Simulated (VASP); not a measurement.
# BN (Fmm2) in VASP: further runs

Aim: see how the results for BN move with the level of theory and the settings. Levels: HSE06, PBE. Tasks: single point.

Everything below comes from runs of VASP 6.6.1. Logs are shortened: lines on timing, memory, paths and dates and some standing lists are left out, and cuts for length are marked.

### Step 1. The cell of the first run

Symmetry: Fmm2, No. 42, orthorhombic system. Conventional cell: a = 2.440 Å, b = 6.586 Å, c = 4.327 Å, α = 90.00°, β = 90.00°, γ = 90.00°. Within 1.9 Å of B (site symmetry mm2) lie 3 N at 1.42 to 1.43 Å. Within 1.9 Å of N (site symmetry mm2) lie 3 B at 1.42 to 1.43 Å.

### Step 2. Single point, HSE06 (uniaxial x strain -2.5%)

Input file POSCAR:

```
BN
1.0
    0.0000000000      3.2928569245      2.1632761898
    1.2198095259      0.0000000000      2.1632761898
    1.2198095259      3.2928569245      0.0000000000
B N
1 1
Direct
   -0.0008201111     -0.0008201111      1.0008201111
    0.6675201011      0.6675201011      0.3324798989
```

Input file INCAR.step1:

```
PREC = Accurate
ENCUT = 520
EDIFF = 1E-5
ISMEAR = 0
SIGMA = 0.01
LREAL = False
LASPH = True
NELM = 60
ALGO = Normal
ISIF = 2
LWAVE = True
LCHARG = False
GGA = PE
NBANDS = 11
```

Input file INCAR.step2:

```
PREC = Accurate
ENCUT = 520
EDIFF = 1E-7
ISMEAR = 0
SIGMA = 0.01
LREAL = False
LASPH = True
NELM = 60
ALGO = Normal
ISIF = 2
LWAVE = False
LCHARG = False
GGA = PE
LHFCALC = True
HFSCREEN = 0.2079
PRECFOCK = Normal
ISTART = 1
NBANDS = 11
```

Input file KPOINTS:

```
Automatic mesh
0
Gamma
  8 8 8
```

Potentials or basis: VASP PAW PBE potentials, release 64 (B, N).

Started as:

```console
cat potpaw_PBE.64/B/POTCAR potpaw_PBE.64/N/POTCAR > POTCAR
cp INCAR.step1 INCAR
mpirun -np 1 vasp_std > vasp.out
cp INCAR.step2 INCAR
mpirun -np 1 vasp_std > vasp.out
```

OUTCAR:

```text
PREC = Accurate
   ENCUT = 520
   EDIFF = 1E-7
   ISMEAR = 0
   LREAL = False
   LASPH = True
   NELM = 60
   ISIF = 2
   GGA = PE
   LHFCALC = True
   HFSCREEN = 0.2079
   PRECFOCK = Normal
   ISTART = 1

 ion  position               nearest neighbor table
   1  0.999  0.999  0.001-   2 1.42   2 1.42   2 1.43
   2  0.668  0.668  0.332-   1 1.42   1 1.42   1 1.43

  LATTYP: Found a face centered orthorhombic cell.
 ALAT       =     2.4396190518
 B/A-ratio  =     1.7734540876
 C/A-ratio  =     2.6994845134

  Lattice vectors:

 A1 = (  -0.0000000000,   3.2928569245,   2.1632761898)
 A2 = (  -1.2198095259,   3.2928569245,   0.0000000000)
 A3 = (  -1.2198095259,   0.0000000000,   2.1632761898)

Analysis of symmetry for initial positions (statically):
=====================================================================
 Subroutine PRICEL returns:
 Original cell was already a primitive cell.

 Routine SETGRP: Setting up the symmetry group for a
 face centered orthorhombic supercell.

 Subroutine GETGRP returns: Found  4 space group operations
 (whereof  4 operations were pure point group operations)
 out of a pool of  8 trial point group operations.

The static configuration has the point symmetry C_2v.

Analysis of symmetry for dynamics (positions and initial velocities):
=====================================================================
 Subroutine PRICEL returns:
 Original cell was already a primitive cell.

 Routine SETGRP: Setting up the symmetry group for a
 face centered orthorhombic supercell.

 Subroutine GETGRP returns: Found  4 space group operations
 (whereof  4 operations were pure point group operations)
 out of a pool of  8 trial point group operations.

The dynamic configuration has the point symmetry C_2v.

 Subroutine INISYM returns: Found  4 space group operations
 (whereof  4 operations are pure point group operations),
 and found     1 'primitive' translations

----------------------------------------------------------------------------------------

                                     Primitive cell

  volume of cell :      17.3783

  direct lattice vectors                    reciprocal lattice vectors
     0.000000000  3.292856925  2.163276190    -0.409900062  0.151843828  0.231130913
     1.219809526  0.000000000  2.163276190     0.409900062 -0.151843828  0.231130913
     1.219809526  3.292856925  0.000000000     0.409900062  0.151843828 -0.231130913
[... 100 lines left out ...]
   EFERMI_NEDOS =   21; number of points for ismear=-14 and -15
   IALGO  =     38    algorithm
   IMIX   =      1    mixing-type and parameters
     AMIX     =   0.40;   BMIX     =  1.00
     AMIX_MAG =   1.60;   BMIX_MAG =  1.00
  volume/ion in A,a.u.               =       8.69        58.64
  Fermi-wavevector in a.u.,A,eV,Ry     =   1.264064  2.388735 21.740190  1.597859
  Thomas-Fermi vector in A             =   2.397389
   LORBIT       =      0    0 simple, 1 ext, 2 COOP (PROOUT), +10 PAW based schemes
   GGA     = PE    functional components
   LHFCALC =     T    Hartree Fock is set to
   PRECFOCK=normal    Normal, Fast or Accurate (Low or Medium for compatibility)
   ENCUT4O =  -1.0   cutoff for four orbital integrals eV
   NKREDX  =     1    reduce k-point grid by
   NKREDY  =     1    reduce k-point grid by
   NKREDZ  =     1    reduce k-point grid by
   AEXX    =    0.2500 exact exchange contribution
   HFSCREEN=    0.2079 screening length (either q_TF or 0.3 A-1)
   HFSCREENC=   0.2079 screening length for correlation (either q_TF or 0.3 A-1)
   ENCUTFOCK=  -1.0 apply spherical cutoff to Coloumb kernel
   IVDW    =     0    specifies the selected vdW correction
   LEPSILON=     F    determine dielectric tensor
   LRPA    =     F    only Hartree local field effects (RPA)
 non-spin polarized calculation
 Gauss-broadening in eV      SIGMA  =   0.01
  energy-cutoff  :      520.00
  volume of cell :       17.38
 maximum number of plane-waves:       493
 NGX is ok and might be reduce to    30
  NGX = 24; NGY = 14; NGZ = 20

 number of electron       8.0000000 magnetization

 Free energy of the ion-electron system (eV)
  ---------------------------------------------------
  ext. energy  EPLUGINS =         0.00000000
  ---------------------------------------------------
  free energy    TOTEN  =       -20.35473224 eV

  energy without entropy =      -20.35473224  energy(sigma->0) =      -20.35473224

 E-fermi :   1.9979     XC(G=0):  -8.4373

 val. band max:        1.9390848086   @ k =   0.5000  -0.3750   0.1250
 cond. band min:       6.5874858251   @ k =   0.0000   0.5000   0.5000
 fundamental gap:      4.6484010165
 Fermi energy:         1.9979296969

 k-point     1 :       0.0000    0.0000    0.0000
  band No.  band energies     occupation
      1     -18.1780      2.00000
      2      -2.9989      2.00000
      3       0.0332      2.00000
      4       0.3753      2.00000
      5       8.1680      0.00000
      6      15.1824      0.00000
      7      15.7027      0.00000
      8      17.7031      0.00000
      9      19.1939      0.00000
     10      29.9304      0.00000
     11      32.4835      0.00000
[... 309 lines left out ...]
 k-point    24 :       0.3750   -0.0000    0.1250
  band No.  band energies     occupation
      1     -16.7052      2.00000
      2      -3.9238      2.00000
      3      -2.4556      2.00000
      4      -1.7426      2.00000
      5      11.5470      0.00000
      6      14.1846      0.00000
      7      15.4273      0.00000
      8      20.3277      0.00000
      9      21.8989      0.00000
     10      25.2054      0.00000
     11      28.7889      0.00000

 [... further k-points ...]

------------------------ aborting loop because EDIFF is reached ----------------------------------------

  FORCE on cell =-STRESS in cart. coord.  units (eV):
  Direction    XX          YY          ZZ          XY          YZ          ZX
  --------------------------------------------------------------------------------------
  -------------------------------------------------------------------------------------
  Total        2.4556186      0.3350902      0.4118718      0.0000000      0.0000000      0.0000000
  in kB      226.3938623     30.8933795     37.9722074      0.0000000      0.0000000      0.0000000
  external PRESSURE =      98.4198164 kB  Pullay stress =       0.0000000 kB

 VOLUME and BASIS-vectors are now :
 -----------------------------------------------------------------------------
  energy-cutoff  :      520.00
  volume of cell :       17.38
      direct lattice vectors                 reciprocal lattice vectors
     0.000000000  3.292856925  2.163276190    -0.409900062  0.151843828  0.231130913
     1.219809526  0.000000000  2.163276190     0.409900062 -0.151843828  0.231130913
     1.219809526  3.292856925  0.000000000     0.409900062  0.151843828 -0.231130913

 POSITION                                       TOTAL-FORCE (eV/Angst)
 -----------------------------------------------------------------------------------
      1.21981      3.29286      4.32300         0.000000      0.000000      0.004312
      1.21981      3.29286      2.88806         0.000000      0.000000     -0.004312
 -----------------------------------------------------------------------------------
    total drift:                               -0.000005      0.000011      0.000046

  FREE ENERGIE OF THE ION-ELECTRON SYSTEM (eV)
  ---------------------------------------------------
  free  energy   TOTEN  =       -20.3547322416 eV

  energy  without entropy=      -20.3547322416  energy(sigma->0) =      -20.35473224
```

OSZICAR.step1:

```text
N       E                     dE             d eps       ncg     rms          rms(c)
DAV:   1     0.131453115872E+02    0.13145E+02   -0.47140E+03  2146   0.691E+02
DAV:   2    -0.187009445186E+02   -0.31846E+02   -0.30427E+02  2474   0.162E+02
DAV:   3    -0.194477965342E+02   -0.74685E+00   -0.74543E+00  2533   0.228E+01
DAV:   4    -0.194499132700E+02   -0.21167E-02   -0.21167E-02  2310   0.134E+00
DAV:   5    -0.194499216432E+02   -0.83732E-05   -0.83732E-05  2533   0.753E-02    0.825E+00
DAV:   6    -0.177380742134E+02    0.17118E+01   -0.52475E+00  2369   0.130E+01    0.379E+00
DAV:   7    -0.175599053672E+02    0.17817E+00   -0.28904E-01  2396   0.393E+00    0.229E+00
DAV:   8    -0.175196570299E+02    0.40248E-01   -0.12157E-01  2441   0.216E+00    0.279E-01
DAV:   9    -0.175200534173E+02   -0.39639E-03   -0.27029E-03  2318   0.431E-01    0.148E-01
DAV:  10    -0.175204486226E+02   -0.39521E-03   -0.51740E-04  2342   0.165E-01    0.254E-02
DAV:  11    -0.175204732636E+02   -0.24641E-04   -0.44263E-05  2438   0.462E-02    0.212E-02
DAV:  12    -0.175204740509E+02   -0.78730E-06   -0.84764E-06  2212   0.197E-02
   1 F= -.17520474E+02 E0= -.17520474E+02  d E =-.426365E-23
```

It took 72 min on 1 thread of Intel Xeon Platinum 8259CL at 2.50GHz (Skylake/Cascade Lake), shared host; peak memory 0.26 GiB.

Results:

```yaml
Free_energy: -20.3547 eV
Pressure: 9.8 GPa
Largest_force: 0.004 eV/Å
Band_gap_on_the_k_mesh: 4.65 eV (least direct gap 6.27 eV)
```

Forces on the atoms (eV/Å):
```
B    0.000  0.000  0.004
N    0.000  0.000 -0.004
```

Caveat: the cell differs from its parent crystal (uniaxial x strain -2.5%); the stress differs along the axes, from 3 to 23 GPa; the PAW data sets were made with another functional, which shifts forces and pressure a little. A k mesh can miss the band edges.

### Step 3. Single point, PBE (uniaxial x strain -2.5%)

Input file INCAR:

```
PREC = Accurate
ENCUT = 520
EDIFF = 1E-7
ISMEAR = -1
SIGMA = 0.02
LREAL = F
LASPH = T
NELM = 60
ALGO = Normal
ISIF = 2
LWAVE = F
LCHARG = F
GGA = PE
NBANDS = 11
```

Input file KPOINTS:

```
regular mesh
0
Gamma
  12 12 12
```

POSCAR is that of step 2.

Potentials or basis: VASP PAW PBE potentials, release 64 (B, N).

Started as:

```console
cat potpaw_PBE.64/B/POTCAR potpaw_PBE.64/N/POTCAR > POTCAR
mpirun -np 1 vasp_std > vasp.out
```

It took 92 s on 1 thread of Intel Xeon Platinum 8259CL at 2.50GHz (Skylake/Cascade Lake), shared host; peak memory 0.17 GiB.

It converged, with:

* Free energy: -17.5206 eV
* Pressure: 14.7 GPa
* Largest force: 0.017 eV/Å
* Band gap on the k mesh: 3.49 eV (least direct gap 4.64 eV)

Forces in eV/Å, atoms in the order of the input:
```
B    0.000  0.000 -0.017
N    0.000  0.000  0.017
```

Stress tensor (GPa, compression positive):
```
29.37  0.00  0.00
 0.00  3.55  0.00
 0.00  0.00 11.15
```

Levels at points of the mesh, in eV from the valence-band top:
```tsv
k point	band 1	band 2	band 3	band 4	band 5	band 6	band 7	band 8	band 9
(0.00, 0.00, 0.00)	-18.23	-4.46	-1.59	-1.25	5.12	11.56	12.04	13.54	15.43
(0.50, 0.00, 0.00)	-14.80	-9.17	-4.48	-1.05	4.67	9.97	13.82	16.49	20.83
(0.50, 0.50, 0.00)	-15.06	-9.43	-4.02	-0.54	6.04	10.08	12.42	14.19	20.43
(0.50, 0.00, 0.50)	-17.92	-6.62	-1.57	-1.29	10.32	11.60	11.88	13.00	16.76
(0.00, 0.50, 0.50)	-14.89	-9.14	-4.08	-1.87	3.49	10.79	15.25	19.29	20.82
```

Caveat: the cell differs from its parent crystal (uniaxial x strain -2.5%); the stress differs along the axes, from 4 to 29 GPa. A k mesh can miss the band edges.

### Step 4. Single point, PBE (strain +1.6%)

Input file INCAR:

```
SYSTEM = BN
ALGO = Normal
EDIFF = 1E-7
ENCUT = 520
GGA = PE
ISIF = 2
ISMEAR = -1
LASPH = .True.
LCHARG = .False.
LREAL = .False.
LWAVE = .False.
NBANDS = 11
NELM = 60
PREC = Accurate
SIGMA = 0.02
```

Input file KPOINTS:

```
k-points
0
Gamma
  12 12 12
  0 0 0
```

Input file POSCAR:

```
BN
1.0
    0.0000000000      3.3465304924      2.1985375917
    1.2713490116      0.0000000000      2.1985375917
    1.2713490116      3.3465304924      0.0000000000
B N
1 1
Direct
    0.0001138439      0.0001138439      0.9998861561
    0.6665861461      0.6665861461      0.3334138539
```

Started as:

```console
cat potpaw_PBE.64/B/POTCAR potpaw_PBE.64/N/POTCAR > POTCAR
mpirun -np 1 vasp_std > vasp.out
```

It took 85 s on 1 thread of Intel Xeon Platinum 8259CL at 2.50GHz (Skylake/Cascade Lake), shared host; peak memory 0.18 GiB.

The run converged. Its results:

```yaml
Free_energy: -17.5626 eV
Pressure: -6.6 GPa
Band_gap_on_the_k_mesh: 3.58 eV (least direct gap 4.43 eV)
```

Stress tensor (GPa, compression positive):
```
-11.39   0.00   0.00
  0.00   2.74   0.00
  0.00   0.00 -11.26
```

Levels at points of the mesh, in eV from the valence-band top:
| k point | band 1 | band 2 | band 3 | band 4 | band 5 | band 6 | band 7 | band 8 |
| --- | --- | --- | --- | --- | --- | --- | --- | --- |
| (0.00, 0.00, 0.00) | -17.66 | -4.03 | -1.48 | -1.48 | 5.06 | 11.10 | 11.20 | 12.52 |
| (0.50, 0.00, 0.00) | -14.57 | -8.83 | -4.16 | -0.99 | 4.49 | 9.36 | 13.30 | 15.92 |
| (0.50, 0.50, 0.00) | -14.63 | -8.96 | -4.16 | -0.35 | 5.87 | 8.98 | 12.15 | 13.82 |
| (0.50, 0.00, 0.50) | -17.38 | -6.09 | -1.52 | -1.47 | 9.87 | 11.04 | 11.11 | 11.46 |
| (0.00, 0.50, 0.50) | -14.48 | -8.69 | -4.22 | -1.57 | 3.58 | 9.34 | 14.55 | 18.35 |

Caveat: the cell differs from its parent crystal (strain +1.6%); the stress differs along the axes, from -11 to 3 GPa.

### Step 5. Overview

```tsv
level	cell	k mesh	smearing	grid for exact exchange (PRECFOCK)	share of exact exchange	screening parameter	gap on the mesh (eV)	pressure (GPa)
HSE06	a = 3.940, b = 2.483, c = 3.512 Å, angles 80.2, 38.4, 61.4°, 2 atoms, uniaxial x strain -2.5%	8 × 8 × 8	gaussian 0.01 eV	Normal	0.25	0.2079 1/Å	4.65	9.8
PBE	a = 3.940, b = 2.483, c = 3.512 Å, angles 80.2, 38.4, 61.4°, 2 atoms, uniaxial x strain -2.5%	12 × 12 × 12	fermi-dirac 0.02 eV	-	-	-	3.49	14.7
PBE	a = 4.004, b = 2.540, c = 3.580 Å, angles 79.8, 38.6, 61.6°, 2 atoms, strain +1.6%	12 × 12 × 12	fermi-dirac 0.02 eV	-	-	-	3.58	-6.6
```

Alike in all rows: task single point; potentials or basis VASP PAW PBE potentials, release 64 (B, N); no spin polarisation; cutoff (eV) 520.

Caveats: the stress differs along the axes, from 3 to 23 GPa (at least some runs); the PAW data sets were made with another functional, which shifts forces and pressure a little (at least some runs); the stress differs along the axes, from 4 to 29 GPa (at least some runs); the stress differs along the axes, from -11 to 3 GPa (at least some runs).

Total energies depend on the potentials used, so only differences within one code and one set of settings carry meaning.
